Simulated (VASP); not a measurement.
# SiNi (Pmmn) in VASP: further runs

Aim: see how the results for SiNi move with the level of theory and the settings. Levels: PBEsol, LDA. Tasks: single point, relaxation of cell and atoms.

Everything below comes from runs of VASP 6.6.1. Logs are shortened: lines on timing, memory, paths and dates and some standing lists are left out, and cuts for length are marked.

## Step 1: The cell of the first run

Symmetry: Pmmn, No. 59, orthorhombic system. Conventional cell: a = 2.944 Å, b = 3.293 Å, c = 4.665 Å, α = 90.00°, β = 90.00°, γ = 90.00°. Ni (site symmetry mm2) has 6 Si at 2.33 to 2.37 Å and 6 Ni at 2.65 to 2.94 Å within 3.1 Å. Within 3.1 Å of Si (site symmetry mm2) lie 6 Ni at 2.33 to 2.37 Å and 6 Si at 2.65 to 2.94 Å.

## Step 2: Single point, PBEsol, collinear spin, ferromagnetic start

Input file INCAR:

```
PREC     = Accurate       # precision mode
ENCUT    = 520            # plane-wave cutoff, eV
EDIFF    = 1E-6           # SCF threshold, eV
ISMEAR   = -1             # smearing method
SIGMA    = 0.05           # smearing width, eV
LREAL    = False          # projectors in reciprocal space
LASPH    = True           # aspherical terms in the spheres
NELM     = 150            # most SCF steps
ALGO     = Normal         # electronic algorithm
ISIF     = 2              # what is computed and relaxed
LWAVE    = False          # write WAVECAR
LCHARG   = False          # write CHGCAR
ISPIN    = 2              # spin polarisation
MAGMOM   = 1 1 0 0        # initial moments
LORBIT   = 11             # projections on sites
LMAXMIX  = 4              # l up to which the mixer works
GGA      = PS             # functional
NBANDS   = 26             # bands
```

Input file KPOINTS:

```
Automatic mesh
0
Gamma
  9 8 6
```

Input file POSCAR:

```
SiNi
1.0
    2.9438956517      0.0000000000      0.0000000000
    0.0000000000      3.2930784010      0.0000000000
    0.0000000000      0.0000000000      4.6649711431
Ni Si
2 2
Direct
    0.5000000000      0.5000000000      0.3432351395
    0.0000000000      0.0000000000      0.6567648605
    0.5000000000      0.5000000000      0.8420696358
    0.0000000000      0.0000000000      0.1579303642
```

Potentials or basis: VASP PAW PBE potentials, release 64 (Ni, Si).

The run is started by

```sh
> cat potpaw_PBE.64/Ni/POTCAR potpaw_PBE.64/Si/POTCAR > POTCAR
> mpirun -np 1 vasp_std > vasp.out
```

OUTCAR:

```text
PREC = Accurate
   ENCUT = 520
   EDIFF = 1E-6
   ISMEAR = -1
   LREAL = False
   LASPH = True
   NELM = 150
   ISIF = 2
   ISPIN = 2
   LORBIT = 11
   GGA = PS

 ion  position               nearest neighbor table
   1  0.500  0.500  0.343-   3 2.33   3 2.34   4 2.37   4 2.37   4 2.37   4 2.37   2 2.65   2 2.65
                             2 2.65   2 2.65
   2  0.000  0.000  0.657-   4 2.33   4 2.34   3 2.37   3 2.37   3 2.37   3 2.37   1 2.65   1 2.65
                             1 2.65   1 2.65
   3  0.500  0.500  0.842-   1 2.33   1 2.34   2 2.37   2 2.37   2 2.37   2 2.37   4 2.65   4 2.65
                             4 2.65   4 2.65
   4  0.000  0.000  0.158-   2 2.33   2 2.34   1 2.37   1 2.37   1 2.37   1 2.37   3 2.65   3 2.65
                             3 2.65   3 2.65

  LATTYP: Found a simple orthorhombic cell.
 ALAT       =     2.9438956517
 B/A-ratio  =     1.1186124750
 C/A-ratio  =     1.5846251685

  Lattice vectors:

 A1 = (   2.9438956517,   0.0000000000,   0.0000000000)
 A2 = (   0.0000000000,   3.2930784010,   0.0000000000)
 A3 = (   0.0000000000,   0.0000000000,   4.6649711431)

Analysis of symmetry for initial positions (statically):
=====================================================================
 Subroutine PRICEL returns:
 Original cell was already a primitive cell.

 Routine SETGRP: Setting up the symmetry group for a
 simple orthorhombic supercell.

 Subroutine GETGRP returns: Found  8 space group operations
 (whereof  4 operations were pure point group operations)
 out of a pool of  8 trial point group operations.

The static configuration has the point symmetry C_2v.
 The point group associated with its full space group is D_2h.

Analysis of symmetry for dynamics (positions and initial velocities):
=====================================================================
 Subroutine PRICEL returns:
 Original cell was already a primitive cell.

 Routine SETGRP: Setting up the symmetry group for a
 simple orthorhombic supercell.

 Subroutine GETGRP returns: Found  8 space group operations
 (whereof  4 operations were pure point group operations)
 out of a pool of  8 trial point group operations.

The dynamic configuration has the point symmetry C_2v.
 The point group associated with its full space group is D_2h.

Analysis of structural, dynamic, and magnetic symmetry:
=====================================================================
 Subroutine PRICEL returns:
 Original cell was already a primitive cell.

 Routine SETGRP: Setting up the symmetry group for a
 simple orthorhombic supercell.

 Subroutine GETGRP returns: Found  8 space group operations
 (whereof  4 operations were pure point group operations)
 out of a pool of  8 trial point group operations.

The overall configuration has the point symmetry C_2v.
 The point group associated with its full space group is D_2h.

 Subroutine INISYM returns: Found  8 space group operations
 (whereof  4 operations are pure point group operations),
 and found     1 'primitive' translations

----------------------------------------------------------------------------------------

                                     Primitive cell

  volume of cell :      45.2245

  direct lattice vectors                    reciprocal lattice vectors
     2.943895652  0.000000000  0.000000000     0.339685953  0.000000000  0.000000000
     0.000000000  3.293078401  0.000000000     0.000000000  0.303667231  0.000000000
     0.000000000  0.000000000  4.664971143     0.000000000  0.000000000  0.214363598

  length of vectors
     2.943895652  3.293078401  4.664971143     0.339685953  0.303667231  0.214363598

  position of ions in fractional coordinates (direct lattice)
     0.500000000  0.500000000  0.343235140
     0.000000000  0.000000000  0.656764860
     0.500000000  0.500000000  0.842069636
     0.000000000  0.000000000  0.157930364

  ion indices of the primitive-cell ions
   primitive index   ion index
                 1           1
                 2           2
[... 25 lines left out ...]
 ===========================================

 Found    100 irreducible k-points:

 Following reciprocal coordinates:
            Coordinates               Weight
  0.000000  0.000000  0.000000      1.000000
  0.111111  0.000000  0.000000      2.000000
  0.222222  0.000000  0.000000      2.000000
  0.333333  0.000000  0.000000      2.000000
  0.444444  0.000000  0.000000      2.000000
  0.000000  0.125000  0.000000      2.000000
[... 16 lines left out ...]
  0.222222  0.500000  0.000000      2.000000
  0.333333  0.500000  0.000000      2.000000
 [... further k-points ...]
   k-points           NKPTS =    100   k-points in BZ     NKDIM =    100   number of bands    NBANDS=     26
   number of dos      NEDOS =    301   number of ions     NIONS =      4
   total plane-waves  NPLWV =  20736
   dimension x,y,z NGX =    24 NGY =   24 NGZ =   36
   dimension x,y,z NGXF=    48 NGYF=   48 NGZF=   72
   ions per type =               2   2
   NGX,Y,Z   is equivalent  to a cutoff of  13.55, 12.12, 12.83 a.u.
   NGXF,Y,Z  is equivalent  to a cutoff of  27.11, 24.23, 25.66 a.u.
 SYSTEM =  unknown system
   PREC   = accura    normal or accurate (medium, high low for compatibility)
   ISTART =      0    job   : 0-new  1-cont  2-samecut
   ICHARG =      2    charge: 1-file 2-atom 10-const
   ISPIN  =      2    spin polarized calculation?
   LNONCOLLINEAR =      F non collinear calculations
   LSORBIT =      F    spin-orbit coupling
   LASPH  =      T    aspherical Exc in radial PAW
   ENCUT  =  520.0 eV  38.22 Ry    6.18 a.u.   5.47  6.12  8.67*2*pi/ulx,y,z
   NELM   =    150;   NELMIN=  2; NELMDL= -5     # of ELM steps
   EDIFF  = 0.1E-05   stopping-criterion for ELM
   LREAL  =      F    real-space projection
   EDIFFG = 0.1E-04   stopping-criterion for IOM
   NSW    =      0    number of steps for IOM
   IBRION =     -1    ionic relax: 0-MD 1-quasi-New 2-CG
   NFREE  =      0    steps in history (QN), initial steepest desc. (CG)
   ISIF   =      2    stress and relaxation
   ISYM   =      2    0-nonsym 1-usesym 2-fastsym
   POTIM  = 0.5000    time-step for ionic-motion
   TEBEG  =    0.0;   TEEND  =   0.0 temperature during run
   PSTRESS=    0.0 pullay stress
   NELECT =      28.0000    total number of electrons
   NUPDOWN=      -1.0000    fix difference up-down
   EMIN   =  10.00;   EMAX   =-10.00  energy-range for DOS
   EFERMI =   0.00;   METHOD = LEGACY
   ISMEAR =    -1;   SIGMA  =   0.05  broadening in eV -4-tet -1-fermi 0-gaus
   EFERMI_NEDOS =   21; number of points for ismear=-14 and -15
   IALGO  =     38    algorithm
   IMIX   =      4    mixing-type and parameters
     AMIX     =   0.40;   BMIX     =  1.00
     AMIX_MAG =   1.60;   BMIX_MAG =  1.00
  volume/ion in A,a.u.               =      11.31        76.30
  Fermi-wavevector in a.u.,A,eV,Ry     =   1.395307  2.636747 26.488923  1.946881
  Thomas-Fermi vector in A             =   2.518771
   LORBIT       =     11    0 simple, 1 ext, 2 COOP (PROOUT), +10 PAW based schemes
   GGA     = PS    functional components
   LHFCALC =     F    Hartree Fock is set to
   AEXX    =    0.0000 exact exchange contribution
   IVDW    =     0    specifies the selected vdW correction
   LEPSILON=     F    determine dielectric tensor
   LRPA    =     F    only Hartree local field effects (RPA)
 spin polarized calculation
  energy-cutoff  :      520.00
  volume of cell :       45.22
 maximum number of plane-waves:      1246
 NGX is ok and might be reduce to    24
   NGX = 11   NGY = 13   NGZ = 17

 number of electron      28.0000015 magnetization       0.0000655

 number of electron      28.0000015 magnetization      -0.0000031

 Free energy of the ion-electron system (eV)
  ---------------------------------------------------
  ext. energy  EPLUGINS =         0.00000000
  ---------------------------------------------------
  free energy    TOTEN  =       -25.97107574 eV

  energy without entropy =      -25.96337305  energy(sigma->0) =      -25.96722439

 E-fermi :  11.6230     XC(G=0): -12.7112

 val. band max:       11.5698579900   @ k =   0.4444   0.3750   0.5000
 cond. band min:      11.6360632171   @ k =   0.0000   0.0000   0.3333
 fundamental gap:      0.0662052271
 Fermi energy:        11.6230410432

 spin component 1

 k-point     1 :       0.0000    0.0000    0.0000
  band No.  band energies     occupation
      1      -2.5002      1.00000
      2       3.3186      1.00000
      3       4.9451      1.00000
      4       7.2995      1.00000
      5       7.7978      1.00000
      6       8.6167      1.00000
[... 685 lines left out ...]
     25      28.5551      0.00000
     26      28.5551      0.00000

 [... further k-points ...]

 spin component 2

 k-point     1 :       0.0000    0.0000    0.0000
  band No.  band energies     occupation
      1      -2.5002      1.00000
      2       3.3186      1.00000
      3       4.9451      1.00000
      4       7.2995      1.00000
      5       7.7978      1.00000
      6       8.6167      1.00000
[... 685 lines left out ...]
     25      28.5551      0.00000
     26      28.5551      0.00000

 [... further k-points ...]

------------------------ aborting loop because EDIFF is reached ----------------------------------------

  FORCE on cell =-STRESS in cart. coord.  units (eV):
  Direction    XX          YY          ZZ          XY          YZ          ZX
  --------------------------------------------------------------------------------------
  -------------------------------------------------------------------------------------
  Total        0.0483403      0.0554671      0.1476659      0.0000000      0.0000000      0.0000000
  in kB        1.7125632      1.9650470      5.2313943      0.0000000      0.0000000      0.0000000
  external PRESSURE =       2.9696681 kB  Pullay stress =       0.0000000 kB

 VOLUME and BASIS-vectors are now :
 -----------------------------------------------------------------------------
  energy-cutoff  :      520.00
  volume of cell :       45.22
      direct lattice vectors                 reciprocal lattice vectors
     2.943895652  0.000000000  0.000000000     0.339685953  0.000000000  0.000000000
     0.000000000  3.293078401  0.000000000     0.000000000  0.303667231  0.000000000
     0.000000000  0.000000000  4.664971143     0.000000000  0.000000000  0.214363598

 POSITION                                       TOTAL-FORCE (eV/Angst)
 -----------------------------------------------------------------------------------
      1.47195      1.64654      1.60118         0.000000      0.000000      0.009151
      0.00000      0.00000      3.06379         0.000000      0.000000     -0.009151
      1.47195      1.64654      3.92823         0.000000      0.000000      0.002491
      0.00000      0.00000      0.73674         0.000000      0.000000     -0.002491
 -----------------------------------------------------------------------------------
    total drift:                                0.000000     -0.000000      0.000000

  FREE ENERGIE OF THE ION-ELECTRON SYSTEM (eV)
  ---------------------------------------------------
  free  energy   TOTEN  =       -25.9710757363 eV

  energy  without entropy=      -25.9633730476  energy(sigma->0) =      -25.96722439

 total charge

# of ion       s       p       d       tot
------------------------------------------
    1        0.489   0.631   8.483   9.603
    2        0.489   0.631   8.483   9.603
    3        0.748   0.867   0.000   1.615
    4        0.748   0.867   0.000   1.615
--------------------------------------------------
tot          2.475   2.996  16.966  22.436

 magnetization (x)

# of ion       s       p       d       tot
------------------------------------------
    1       -0.000   0.000  -0.000  -0.000
    2       -0.000   0.000  -0.000  -0.000
    3        0.000  -0.000   0.000  -0.000
    4        0.000  -0.000   0.000  -0.000
--------------------------------------------------
tot         -0.000  -0.000  -0.000  -0.000
```

Wall time 85 s (1 thread of Intel Xeon Platinum 8559C (Emerald Rapids), shared host); peak memory 0.29 GiB.

What came out:

* Free energy: -25.9711 eV
* Pressure: 0.3 GPa
* Largest force: 0.009 eV/Å
* Band gap on the k mesh: zero (filled and empty bands overlap)
* Net moment: 0.00 μB per cell
* Valence electrons inside the program's atomic spheres: Ni 9.60; Si 1.61

Forces on the atoms (eV/Å):
```
Ni   0.000  0.000  0.009
Ni   0.000  0.000 -0.009
Si   0.000  0.000  0.002
Si   0.000  0.000 -0.002
```

Caveat: the PAW data sets were made with another functional, which shifts forces and pressure a little.

## Step 3: Relaxation of cell and atoms, LDA, collinear spin, ferromagnetic start

Input file INCAR:

```
SYSTEM = SiNi
PREC = Accurate ; ENCUT = 600
EDIFF = 1E-6 ; ISMEAR = -1
SIGMA = 0.05 ; LREAL = .FALSE.
LASPH = .TRUE. ; NELM = 150
ALGO = Normal ; ISIF = 3
LWAVE = .FALSE. ; LCHARG = .FALSE.
ISPIN = 2 ; MAGMOM = 1 1 0 0
LORBIT = 11 ; LMAXMIX = 4
IBRION = 2 ; NSW = 60
EDIFFG = -0.01
```

Input file KPOINTS:

```
regular mesh
0
G
  9 8 6
  0 0 0
```

Input file POSCAR:

```
SiNi
1.0
    2.9427706600      0.0000000000      0.0000000000
    0.0000000000      3.2803255400      0.0000000000
    0.0000000000      0.0000000000      4.6774467600
Ni Si
2 2
Direct
    0.5000000000      0.5000000000      0.3424955900
    0.0000000000      0.0000000000      0.6575044100
    0.5000000000      0.5000000000      0.8431431600
    0.0000000000      0.0000000000      0.1568568400
```

Potentials or basis: VASP PAW LDA potentials, release 64 (Ni, Si).

The run is started by

```sh
> cat potpaw_LDA.64/Ni/POTCAR potpaw_LDA.64/Si/POTCAR > POTCAR
> mpirun -np 1 vasp_std > vasp.out
```

Run time: 12 min. Hardware: 1 thread of Oxide Virtual Turin-like, shared host; peak memory 0.25 GiB.

The run converged. Its results:

```yaml
Free_energy: -27.3260 eV
Relaxed_volume: 11.05 Å³/atom
Relaxed_cell: a = 2.927 Å, b = 3.262 Å, c = 4.628 Å, α = 90.00°, β = 90.00°, γ = 90.00°
Space_group_after_relaxing_to_0.1_Å: Pmmn (No. 59)
Energy_gained_by_relaxing: 4.5 meV/atom
Ionic_steps: 11
Pressure_after_relaxing: 0.0 GPa
Largest_force_after_relaxing: 0.004 eV/Å
Band_gap_on_the_k_mesh: zero (filled and empty bands overlap)
Net_moment: 0.00 μB per cell
Valence_electrons_inside_the_program's_atomic_spheres: Ni 9.67; Si 1.64
```

Forces in eV/Å, atoms in the order of the input:
```
Ni   0.000  0.000 -0.004
Ni   0.000  0.000  0.004
Si   0.000  0.000  0.002
Si   0.000  0.000 -0.002
```

Stress tensor (GPa, compression positive):
```
-0.06  0.00  0.00
 0.00  0.10  0.00
 0.00  0.00 -0.06
```

Step by step:
```
step  energy change (eV)  largest force (eV/Å)  pressure (GPa)  volume (Å³)
   1              0.0000                0.2395           -4.61        45.15
   2              0.0052                0.1281            6.09        43.06
   3             -0.0172                0.1013            0.16        44.16
   4             -0.0172                0.0983            0.21        44.14
   5             -0.0179                0.0071            0.13        44.18
   6             -0.0179                0.0036            0.09        44.19
   7             -0.0179                0.0011            0.36        44.19
   8             -0.0177                0.0158           -0.59        44.33
   9             -0.0179                0.0050           -0.08        44.22
  10             -0.0179                0.0048           -0.13        44.21
  11             -0.0179                0.0041           -0.01        44.20
```

Final structure:
```
CELL_PARAMETERS angstrom
2.92740 0.00000 0.00000
0.00000 3.26245 0.00000
0.00000 0.00000 4.62803
ATOMIC_POSITIONS crystal
Ni 0.50000 0.50000 0.34317
Ni 0.00000 0.00000 0.65683
Si 0.50000 0.50000 0.84092
Si 0.00000 0.00000 0.15908
```

Levels at points of the mesh, in eV from the Fermi level:
Spin up:
```csv
k point,band 11,band 12,band 13,band 14,band 15,band 16,band 17,band 18
"(0.00, 0.00, 0.00)",-2.47,-2.17,-2.14,-1.43,1.22,2.81,5.25,5.66
"(0.00, 0.50, 0.00)",-2.38,-2.38,-2.31,-2.31,1.20,1.20,5.04,5.04
"(0.00, 0.00, 0.50)",-2.85,-2.22,1.14,1.55,2.10,2.47,2.98,3.77
"(0.00, 0.50, 0.50)",-2.16,-2.16,-2.16,-2.16,5.35,5.35,5.48,5.48
```
Spin down:
```csv
k point,band 11,band 12,band 13,band 14,band 15,band 16,band 17,band 18
"(0.00, 0.00, 0.00)",-2.47,-2.17,-2.14,-1.43,1.22,2.81,5.25,5.66
"(0.00, 0.50, 0.00)",-2.38,-2.38,-2.31,-2.31,1.20,1.20,5.04,5.04
"(0.00, 0.00, 0.50)",-2.85,-2.22,1.14,1.55,2.10,2.47,2.98,3.77
"(0.00, 0.50, 0.50)",-2.16,-2.16,-2.16,-2.16,5.35,5.35,5.48,5.48
```

(Continued in part 2 of 2.)
